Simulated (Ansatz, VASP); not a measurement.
GaSb: VASP beside Ansatz

```xyz
2
Lattice="0.0000 3.0354 3.0354 3.0354 0.0000 3.0354 3.0354 3.0354 0.0000" Properties=species:S:1:pos:R:3 pbc="T T T"
Ga    0.0000    0.0000    0.0000
Sb    1.5177    1.5177    1.5177
```

Change from the starting cell: strained cell.

Alike in both runs: functional r2SCAN; k mesh 8 × 8 × 8; occupations gaussian, width 0.02 eV; no spin polarisation.

Ansatz relaxed the structure, and its values are those at the end. VASP's run is a single point on that final structure, the one shown.

|  | VASP | Ansatz |
| --- | --- | --- |
| version | VASP 6.6.1 | Ansatz 0.2.0 |
| potentials or method | VASP PAW PBE potentials, release 64 (Ga_d, Sb), cutoff 550 eV | scalar-relativistic, plane waves, PAW |
| valence electrons in the cell | 18 | 28 |

```csv
,VASP,Ansatz,Ansatz less VASP
gap on the k mesh at the Fermi level (eV),0.63,0.64,+0.016
least direct gap on the mesh (eV),0.63,0.64,+0.016
pressure (GPa),1.8,1.7,-0.10
```

VASP's potentials were made for PBE, not for r2SCAN. VASP's potentials hold 18 valence electrons a cell and Ansatz's 28, so a difference there can come from the potentials and not from the codes. Ansatz's warnings: stress scf threshold loose.

Neither program's run includes spin-orbit coupling.
